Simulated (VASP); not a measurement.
# F (C2/c) in VASP: notebook, part 2 of 2

VASP 6.6.1. Earlier steps stand in the parts before.

## 4. Single point, PBE+D3(BJ) (17.25 Å³/atom)

This run uses another cell than the first one, of 17.25 Å³/atom.

INCAR

```
SYSTEM = F
ALGO = Normal ; EDIFF = 1E-6
ENCUT = 1350 ; GGA = PE
GGA_COMPAT = .False. ; ISIF = 2
ISMEAR = 0 ; IVDW = 12
LASPH = .True. ; LCHARG = .False.
LREAL = .False. ; LWAVE = .False.
NBANDS = 22 ; NELM = 120
PREC = Accurate ; SIGMA = 0.05
```

KPOINTS

```
k-points
0
Gamma
  8 8 4
  0 0 0
```

POSCAR

```
F
1.0
    2.7808297279     -1.8031840881      0.2934691209
    2.7808297279      1.8031840881      0.2934691209
   -0.8391396430      0.0000000000      6.7923032529
F
4
Direct
    0.9138648456      0.5855481450      0.0939279973
    0.4144518550      0.0861351544      0.4060720027
    0.0861351544      0.4144518550      0.9060720027
    0.5855481450      0.9138648456      0.5939279973
```

Potentials or basis: VASP PAW PBE potentials, release 64 (F_h).

Command:

```console
> cat potpaw_PBE.64/F_h/POTCAR > POTCAR
> mpirun -np 1 vasp_std > vasp.out
```

OUTCAR:

```text
SYSTEM = F
   EDIFF = 1E-6
   ENCUT = 1350
   GGA = PE
   ISIF = 2
   ISMEAR = 0
   IVDW = 12
   LASPH = .True.
   LREAL = .False.
   NELM = 120
   PREC = Accurate
 IVDW          = 12

 ion  position               nearest neighbor table
   1  0.914  0.586  0.094-   3 1.43
   2  0.414  0.086  0.406-   4 1.43
   3  0.086  0.414  0.906-   1 1.43
   4  0.586  0.914  0.594-   2 1.43

  LATTYP: Found a base centered monoclinic cell.
 ALAT       =     5.5925443585
 B/A-ratio  =     0.6448528514
 C/A-ratio  =     1.2237617302
 COS(beta)  =    -0.0177751940

  Lattice vectors:

 A1 = (   2.7808297279,  -1.8031840881,   0.2934691209)
 A2 = (   2.7808297279,   1.8031840881,   0.2934691209)
 A3 = (  -0.8391396430,   0.0000000000,   6.7923032529)

Analysis of symmetry for initial positions (statically):
=====================================================================
 Subroutine PRICEL returns:
 Original cell was already a primitive cell.
[... 172 lines left out ...]
  free energy    TOTEN  =        -7.46294983 eV

  energy without entropy =       -7.46294983  energy(sigma->0) =       -7.46294983

 E-fermi :  -4.8416     XC(G=0):  -7.3082

 val. band max:       -5.1007825537   @ k =   0.0000   0.0000   0.0000
 cond. band min:      -2.1875722111   @ k =   0.0000   0.0000   0.0000
 fundamental gap:      2.9132103426
 Fermi energy:        -4.8415765103

 k-point     1 :       0.0000    0.0000    0.0000
  band No.  band energies     occupation
      1     -29.6806      2.00000
      2     -29.5817      2.00000
      3     -23.7218      2.00000
      4     -23.4522      2.00000
      5     -11.4286      2.00000
      6     -10.8335      2.00000
[... 589 lines left out ...]
     21      12.4193      0.00000
     22      13.1739      0.00000

 [... further k-points ...]

------------------------ aborting loop because EDIFF is reached ----------------------------------------

 Edisp (eV)   -0.10700

 E8    (eV) :    -0.0232

  FORCE on cell =-STRESS in cart. coord.  units (eV):
  Direction    XX          YY          ZZ          XY          YZ          ZX
  --------------------------------------------------------------------------------------
  -------------------------------------------------------------------------------------
  Total      -0.23540    -0.40798    -0.96751     0.00000     0.00000     0.09815
  in kB      -5.46558    -9.47246   -22.46361     0.00000     0.00000     2.27879
  external pressure =      -12.47 kB  Pullay stress =        0.00 kB

 VOLUME and BASIS-vectors are now :
 -----------------------------------------------------------------------------
  energy-cutoff  :     1350.00
  volume of cell :       69.01
      direct lattice vectors                 reciprocal lattice vectors
     2.780829728 -1.803184088  0.293469121     0.177488388 -0.277287274  0.021927399
     2.780829728  1.803184088  0.293469121     0.177488388  0.277287274  0.021927399
    -0.839139643  0.000000000  6.792303253    -0.015337172  0.000000000  0.145330668

 POSITION                                       TOTAL-FORCE (eV/Angst)
 -----------------------------------------------------------------------------------
      4.09079     -0.59202      1.07802         0.037612     -0.139315     -0.281605
      1.05130     -0.59202      2.90507        -0.037612     -0.139315      0.281605
      0.63173      0.59202      6.30122        -0.037612      0.139315      0.281605
      3.67122      0.59202      4.47417         0.037612      0.139315     -0.281605
 -----------------------------------------------------------------------------------
    total drift:                                0.000000     -0.000000      0.000000

  FREE ENERGIE OF THE ION-ELECTRON SYSTEM (eV)
  ---------------------------------------------------
  free  energy   TOTEN  =        -7.5699521376 eV

  energy  without entropy=       -7.5699521376  energy(sigma->0) =       -7.56995214
```

OSZICAR:

```text
N       E                     dE             d eps       ncg     rms          rms(c)
DAV:   1     0.386076327965E+03    0.38608E+03   -0.24530E+04  3432   0.247E+03
DAV:   2     0.364049964163E+02   -0.34967E+03   -0.33381E+03  5124   0.415E+02
DAV:   3    -0.847174964083E+01   -0.44877E+02   -0.44442E+02  4408   0.158E+02
DAV:   4    -0.899383950835E+01   -0.52209E+00   -0.52184E+00  3766   0.199E+01
DAV:   5    -0.900035747869E+01   -0.65180E-02   -0.65175E-02  4448   0.209E+00    0.136E+01
DAV:   6    -0.787746972602E+01    0.11229E+01   -0.49372E-01  3552   0.677E+00    0.778E+00
DAV:   7    -0.746457798912E+01    0.41289E+00   -0.69762E-01  3612   0.760E+00    0.769E-01
DAV:   8    -0.746269534022E+01    0.18826E-02   -0.91555E-02  3528   0.239E+00    0.129E-01
DAV:   9    -0.746288720417E+01   -0.19186E-03   -0.17937E-03  4202   0.340E-01    0.730E-02
DAV:  10    -0.746294791160E+01   -0.60707E-04   -0.95902E-05  4032   0.964E-02    0.189E-02
DAV:  11    -0.746294986496E+01   -0.19534E-05   -0.15320E-05  3972   0.412E-02    0.500E-03
DAV:  12    -0.746294982617E+01    0.38791E-07   -0.80390E-07  2264   0.920E-03
   1 F= -.75699521E+01 E0= -.75699521E+01  d E =-.454651E-15
```

Run time: 2 min. Hardware: 1 thread of Intel Xeon 6975P-C (Granite Rapids), shared host; peak memory 0.58 GiB.

Results:

```yaml
Free_energy: -7.5700 eV
Pressure: -1.2 GPa
Largest_force: 0.316 eV/Å
Band_gap_on_the_k_mesh: 2.91 eV
Dispersion_energy_per_atom: -0.027 eV
```

Forces on the atoms (eV/Å):
```
F    0.038 -0.139 -0.282
F   -0.038 -0.139  0.282
F   -0.038  0.139  0.282
F    0.038  0.139 -0.282
```

Stress tensor (GPa, compression positive):
```
-0.55  0.00  0.23
 0.00 -0.95  0.00
 0.23  0.00 -2.25
```

## 5. Single point, PBE+D3(BJ) (17.77 Å³/atom)

This run uses another cell than the first one, of 17.77 Å³/atom.

INCAR

```
SYSTEM = F
PREC = Accurate
ENCUT = 520
EDIFF = 1E-7
ISMEAR = 0
SIGMA = 0.05
LREAL = .False.
LASPH = .True.
NELM = 100
ALGO = Normal
ISIF = 2
LWAVE = .False.
LCHARG = .False.
GGA = PE
IVDW = 12
NBANDS = 22
```

KPOINTS

```
Automatic mesh
0
Gamma
  8 8 4
  0 0 0
```

POSCAR

```
F
1.0
    2.9625080549     -1.7730271671      0.3126421678
    2.9625080549      1.7730271671      0.3126421678
   -0.8350329160      0.0000000000      6.6776593486
F
4
Direct
    0.9138648456      0.5855481450      0.0939279973
    0.4144518550      0.0861351544      0.4060720027
    0.0861351544      0.4144518550      0.9060720027
    0.5855481450      0.9138648456      0.5939279973
```

Potentials or basis: VASP PAW PBE potentials, release 64 (F).

Command:

```console
> cat potpaw_PBE.64/F/POTCAR > POTCAR
> mpirun -np 1 vasp_std > vasp.out
```

Wall time 1.8 min (1 thread of Oxide Virtual Turin-like, shared host); peak memory 0.2 GiB.

Results (log left out):

| Quantity | Value |
| --- | --- |
| Free energy | -7.4015 eV |
| Pressure | 1.4 GPa |
| Largest force | 0.913 eV/Å |
| Band gap on the k mesh | 3.13 eV |
| Dispersion energy per atom | -0.026 eV |

Forces on the atoms (eV/Å):
```
F   -0.103  0.401  0.814
F    0.103  0.401 -0.814
F    0.103 -0.401 -0.814
F   -0.103 -0.401  0.814
```

Stress tensor (GPa, compression positive):
```
-0.58  0.00 -0.62
 0.00  0.64  0.00
-0.62  0.00  4.27
```

Levels at points of the mesh, in eV from the valence-band top:
```csv
k point,band 11,band 12,band 13,band 14,band 15,band 16,band 17,band 18
"(0.00, 0.00, 0.00)",-0.36,-0.10,-0.07,0.00,3.13,3.90,8.81,11.47
"(0.50, 0.00, 0.00)",-0.26,-0.25,-0.11,-0.10,3.60,3.60,12.82,12.83
"(0.50, 0.50, 0.00)",-0.49,-0.41,-0.07,-0.05,3.31,3.87,12.46,13.89
"(0.00, 0.00, 0.50)",-0.23,-0.23,-0.05,-0.05,3.49,3.49,9.73,9.73
"(0.50, 0.00, 0.50)",-0.23,-0.21,-0.07,-0.07,3.57,3.58,13.34,13.37
"(0.50, 0.50, 0.50)",-0.26,-0.26,-0.25,-0.25,3.58,3.58,13.05,13.05
```

A k mesh can miss the band edges.

## 6. Single point, PBE+D3(BJ) (17.77 Å³/atom)

This run uses another cell than the first one, of 17.77 Å³/atom.

INCAR

```
PREC = Accurate
ENCUT = 520
EDIFF = 1E-6
ISMEAR = 0
SIGMA = 0.05
LREAL = F
LASPH = T
NELM = 60
ALGO = Normal
ISIF = 2
LWAVE = F
LCHARG = T
GGA = PE
IVDW = 12
LELF = T
LVHAR = T
NBANDS = 22
```

KPOINTS

```
Automatic mesh
0
Gamma
  8 8 4
```

POSCAR

```
F
1.0
    2.7341405035     -1.8455879490      0.2885418700
    2.7341405035      1.8455879490      0.2885418700
   -0.8539967208      0.0000000000      6.9525463503
F
4
Direct
    0.9138648456      0.5855481450      0.0939279973
    0.4144518550      0.0861351544      0.4060720027
    0.0861351544      0.4144518550      0.9060720027
    0.5855481450      0.9138648456      0.5939279973
```

Potentials or basis: VASP PAW PBE potentials, release 64 (F).

Command:

```console
> cat potpaw_PBE.64/F/POTCAR > POTCAR
> mpirun -np 1 vasp_std > vasp.out
```

It took 2.5 min on 1 thread of Oxide Virtual Turin-like, shared host; peak memory 0.2 GiB.

Results (log left out):

- Free energy: -7.3872 eV
- Pressure: -2.8 GPa
- Largest force: 0.990 eV/Å
- Band gap on the k mesh: 2.51 eV
- Dispersion energy per atom: -0.026 eV

Forces in eV/Å, atoms in the order of the input:
```
F    0.113 -0.438 -0.881
F   -0.113 -0.438  0.881
F   -0.113  0.438  0.881
F    0.113  0.438 -0.881
```

Stress tensor (GPa, compression positive):
```
-0.50  0.00  0.72
 0.00 -1.88  0.00
 0.72  0.00 -6.07
```

Levels at points of the mesh, in eV from the valence-band top:
| k point | band 12 | band 13 | band 14 | band 15 | band 16 | band 17 |
| --- | --- | --- | --- | --- | --- | --- |
| (0.00, 0.00, 0.00) | -0.06 | -0.01 | 0.00 | 2.51 | 3.19 | 9.10 |
| (0.50, 0.00, 0.00) | -0.26 | -0.06 | -0.04 | 2.93 | 2.93 | 13.17 |
| (0.50, 0.50, 0.00) | -0.37 | -0.08 | -0.07 | 2.73 | 3.13 | 13.62 |
| (0.00, 0.00, 0.50) | -0.18 | -0.01 | -0.01 | 2.84 | 2.84 | 9.95 |
| (0.50, 0.00, 0.50) | -0.22 | -0.03 | -0.02 | 2.91 | 2.91 | 13.69 |
| (0.50, 0.50, 0.50) | -0.26 | -0.23 | -0.23 | 2.92 | 2.92 | 14.10 |

Caveat: the stress differs along the axes, from -6 to -0 GPa. A k mesh can miss the band edges.

## 7. The runs side by side

```csv
potentials or basis,cell,cutoff (eV),gap on the mesh (eV),pressure (GPa),largest force (eV/Å)
"VASP PAW PBE potentials, release 64 (F)","a = 3.269, b = 3.269, c = 6.820 Å, angles 90.8, 90.8, 66.7°, 4 atoms",520,2.89,0.0,0.20
"VASP PAW PBE potentials, release 64 (F_h)","a = 3.189, b = 3.189, c = 6.840 Å, angles 90.8, 90.8, 68.8°, 4 atoms",1350,2.89,-1.0,0.30
"VASP PAW PBE potentials, release 64 (F_h)","a = 3.327, b = 3.327, c = 6.844 Å, angles 90.9, 90.9, 65.6°, 4 atoms",1350,2.91,-1.2,0.32
"VASP PAW PBE potentials, release 64 (F)","a = 3.467, b = 3.467, c = 6.730 Å, angles 90.9, 90.9, 61.5°, 4 atoms",520,3.13,1.4,0.91
"VASP PAW PBE potentials, release 64 (F)","a = 3.311, b = 3.311, c = 7.005 Å, angles 90.8, 90.8, 67.7°, 4 atoms",520,2.51,-2.8,0.99
```

Alike in all rows: task single point; level PBE+D3(BJ); no spin polarisation; k mesh 8 × 8 × 4; smearing gaussian 0.05 eV.

Caveats: the stress differs along the axes, from -6 to -0 GPa (at least some runs).

Absolute energies hang on the potentials; compare differences alone.
